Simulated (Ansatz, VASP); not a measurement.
# Two plane-wave programs on TaN

The input INCAR:

```
PREC = Accurate
ENCUT = 600
EDIFF = 1E-6
ISMEAR = -1
SIGMA = 0.05
LREAL = F
LASPH = T
NELM = 200
ALGO = Normal
ISIF = 2
LWAVE = F
LCHARG = F
LMAXMIX = 4
LDAU = T
LDAUTYPE = 2
LDAUL = 2 -1
LDAUU = 8 0
LDAUJ = 0 0
LDAUPRINT = 1
GGA = CA
NBANDS = 16
GGA_COMPAT = F
```

Contents of KPOINTS:

```
regular mesh
0
Gamma
  10 10 9
```

File POSCAR:

```
TaN
1.0
    2.9380000000      0.0000000000      0.0000000000
   -1.4690000000      2.5443826363      0.0000000000
    0.0000000000      0.0000000000      2.8830000000
Ta N
1 1
Direct
    0.0000000000      0.0000000000      0.5000000000
    0.6666666667      0.3333333333      0.0000000000
```

The input input.yaml:

```yaml
crystal:
  lattice:
    - [2.938, 0.0, 0.0]
    - [-1.469, 2.5443826363, 0.0]
    - [0.0, 0.0, 2.883]
  atoms:
    - { symbol: Ta, position: [0.0, 0.0, 0.5] }
    - { symbol: "N", position: [0.6666666667, 0.3333333333, 0.0] }
hamiltonian:
  xc: lda
  pseudopotentials: { kind: paw }
  hubbard: { sites: [{ species: Ta, l: d, u_eff: 8.0 }] }
kpoints:
  mp_grid: { grid: [10, 10, 9] }
  band_path:
    path:
      - [[0.0, 0.0, 0.0], [0.5, 0.0, 0.0], [0.3333333333, 0.3333333333, 0.0], [0.0, 0.0, 0.0], [0.0, 0.0, 0.5], [0.5, 0.0, 0.5], [0.3333333333, 0.3333333333, 0.5], [0.0, 0.0, 0.5]]
      - [[0.5, 0.0, 0.5], [0.5, 0.0, 0.0]]
      - [[0.3333333333, 0.3333333333, 0.0], [0.3333333333, 0.3333333333, 0.5]]
    npoints: 14
scf:
  occupations: { method: fermi_dirac, width: 0.05 }
  n_extra_bands: 6
output:
  forces: true
  stress: true
  eigenvalues: true
  fatbands: false
```

Alike in both runs: functional LDA; k mesh 10 × 10 × 9; occupations fermi-dirac, width 0.05 eV; no spin polarisation; Hubbard terms Ta d U = 8.0 eV.

```csv
,VASP,Ansatz
version,VASP 6.6.1,Ansatz 0.2.0
potentials or method,"VASP PAW LDA potentials, release 64 (Ta_sv_GW, N)",Ansatz PAW
plane-wave cutoff (eV),600,420
valence electrons in the cell,18,18
task,single point,band structure
```

VASP gave:

```
gap on the k mesh at the Fermi level (eV)                     : none
pressure (GPa)                                                : 17.2
traceless stress, the component that is largest in VASP (GPa) : 0.91
```

Question: Estimate Ansatz's values.

Answer: gap on the k mesh at the Fermi level (eV): none; pressure (GPa): -3.0; traceless stress, the component that is largest in VASP (GPa): -5.37.

LDA's correlation is that of Perdew and Zunger in VASP and of Perdew and Wang (1992) in Ansatz. The programs project onto different local orbitals, so the same U acts differently, and such runs can settle in different states. A gap of «none» marks a metal or a gap that the smearing closes.

Neither program's run includes spin-orbit coupling.
